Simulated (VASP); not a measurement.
A run of VASP 6.6.1 is set up as follows.

File POSCAR:

```
Ir
1.0
    2.7513778946      0.0000000000      0.0000000000
   -1.3756889473      2.3827631521      0.0000000000
    0.0000000000      0.0000000000      4.4622900000
Ir
2
Direct
    0.6666666667      0.3333333333      0.7500000000
    0.3333333333      0.6666666667      0.2500000000
```

File INCAR.step1:

```
PREC     = Accurate       # precision mode
ENCUT    = 620            # plane-wave cutoff, eV
ISMEAR   = -1             # smearing method
SIGMA    = 0.08           # smearing width, eV
LREAL    = False          # projectors in reciprocal space
LASPH    = True           # aspherical terms in the spheres
NELM     = 200            # most SCF steps
ISPIN    = 2              # spin polarisation
MAGMOM   = 0.35 0.35      # initial moments
NUPDOWN  = 0.7            # fixed moment
LMAXMIX  = 4              # l up to which the mixer works
NBANDS   = 28             # bands
GGA      = PE             # functional
ALGO     = Normal         # electronic algorithm
EDIFF    = 1E-5           # SCF threshold, eV
LWAVE    = True           # write WAVECAR
LCHARG   = False          # write CHGCAR
GGA_COMPAT= False
```

Contents of INCAR.step2:

```
PREC     = Accurate       # precision mode
ENCUT    = 620            # plane-wave cutoff, eV
EDIFF    = 1E-6           # SCF threshold, eV
ISMEAR   = -1             # smearing method
SIGMA    = 0.08           # smearing width, eV
LREAL    = False          # projectors in reciprocal space
LASPH    = True           # aspherical terms in the spheres
NELM     = 200            # most SCF steps
ALGO     = Normal         # electronic algorithm
ISIF     = 2              # what is computed and relaxed
LWAVE    = False          # write WAVECAR
LCHARG   = False          # write CHGCAR
ISPIN    = 2              # spin polarisation
MAGMOM   = 0.35 0.35      # initial moments
LORBIT   = 11             # projections on sites
NUPDOWN  = 0.7            # fixed moment
LMAXMIX  = 4              # l up to which the mixer works
METAGGA  = R2SCAN         # meta-GGA
LMIXTAU  = True         
NBANDS   = 28             # bands
ISTART   = 1            
GGA_COMPAT= False
```

The input KPOINTS:

```
regular mesh
0
Gamma
  14 14 8
```

Potentials or basis: VASP PAW PBE potentials, release 64 (Ir_sv_GW).

Launch:

```bash
$ cat potpaw_PBE.64/Ir_sv_GW/POTCAR > POTCAR
$ cp INCAR.step1 INCAR
$ mpirun -np 1 vasp_std > vasp.out
$ cp INCAR.step2 INCAR
$ mpirun -np 1 vasp_std > vasp.out
```

Q: Predict the pressure.

A: -8.5 GPa.

Stress tensor (GPa, compression positive):
```
-8.13  0.00  0.00
 0.00 -8.13  0.00
 0.00  0.00 -9.16
```

Caveat: the cell stands under tension; the PAW data sets were made with another functional, which shifts forces and pressure a little; the total moment is fixed, so each spin has its own Fermi level and the state may be an excited one.
